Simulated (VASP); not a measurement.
Input of a VASP 6.6.1 run:

File INCAR:

```
SYSTEM = TlS
  PREC = Accurate
  ENCUT = 520
  EDIFF = 1E-6
  ISMEAR = 1
  SIGMA = 0.05
  LREAL = .False.
  LASPH = .True.
  NELM = 100
  ALGO = Normal
  ISIF = 2
  LWAVE = .False.
  LCHARG = .False.
  GGA = PS
  NBANDS = 16
```

KPOINTS

```
Automatic mesh
0
Gamma
  12 12 12
  0 0 0
```

The input POSCAR:

```
TlS
1.0
    3.5131008766      0.0000000000      0.0000000000
    0.0000000000      3.5131008766      0.0000000000
    0.0000000000      0.0000000000      3.5131008766
Tl S
1 1
Direct
    0.5000000000      0.5000000000      0.5000000000
    0.0000000000      0.0000000000      0.0000000000
```

Potentials or basis: VASP PAW PBE potentials, release 64 (Tl_d, S).

Run with:

```sh
$ cat potpaw_PBE.64/Tl_d/POTCAR potpaw_PBE.64/S/POTCAR > POTCAR
$ mpirun -np 1 vasp_std > vasp.out
```

**Question.** What does it give for the pressure?

**Answer.** 0.0 GPa.

Caveat: the PAW data sets were made with another functional, which shifts forces and pressure a little.
